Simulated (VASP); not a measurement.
Write the native input for VASP 6.6.1 that does the following.

```
Task                   : single point
Functional             : PBEsol
Potentials or basis    : VASP PAW PBE potentials, release 64 (Ti_sv, Co)
Cutoff                 : 520 eV
k mesh                 : 12 × 12 × 12
Occupations            : gaussian, width 0.15 eV
Spin                   : collinear spin, ferromagnetic start
Starting moments       : [0.4, 0.88, 0.88, 0.88] μB
Fixed moment           : 3.04 μB
Dipole correction      : no
Further INCAR settings : ALGO = Normal; EDIFF = 1e-06; NBANDS = 32
```

The structure of TiCo3 lies in POSCAR:

```
TiCo3
1.0
    3.7360489029      0.0000000000      0.0000000000
    0.0000000000      3.7360489029      0.0000000000
    0.0000000000      0.0000000000      3.7360489029
Ti Co
1 3
Direct
    0.0000000000      0.0000000000      0.0000000000
    0.0000000000      0.5000000000      0.5000000000
    0.5000000000      0.0000000000      0.5000000000
    0.5000000000      0.5000000000      0.0000000000
```

These files were run (other wordings do the same):

INCAR

```
SYSTEM = TiCo3
  ALGO = Normal
  EDIFF = 1E-6
  ENCUT = 520
  GGA = PS
  ISIF = 2
  ISMEAR = 0
  ISPIN = 2
  LASPH = .True.
  LCHARG = .False.
  LMAXMIX = 4
  LORBIT = 11
  LREAL = .False.
  LWAVE = .False.
  MAGMOM = 0.4 0.88 0.88 0.88
  NBANDS = 32
  NELM = 150
  NUPDOWN = 3.04
  PREC = Accurate
  SIGMA = 0.15
```

KPOINTS

```
k-points
0
Gamma
  12 12 12
  0 0 0
```

Potentials or basis: VASP PAW PBE potentials, release 64 (Ti_sv, Co).

Command:

```console
$ cat potpaw_PBE.64/Ti_sv/POTCAR potpaw_PBE.64/Co/POTCAR > POTCAR
$ mpirun -np 1 vasp_std > vasp.out
```

Results of the run:

- Pressure: -23.3 GPa
- Net moment: 3.04 μB per cell
- Site moments: Ti -0.48; Co +1.23 μB
- Valence electrons inside the program's atomic spheres: Ti 10.23; Co 8.12

Caveat: the cell stands under tension; the PAW data sets were made with another functional, which shifts forces and pressure a little; the total moment is fixed, so each spin has its own Fermi level and the state may be an excited one.

Run time: 8.3 min on 1 thread of Oxide Virtual Turin-like Processor, on a shared host, peak memory 0.29 GiB.
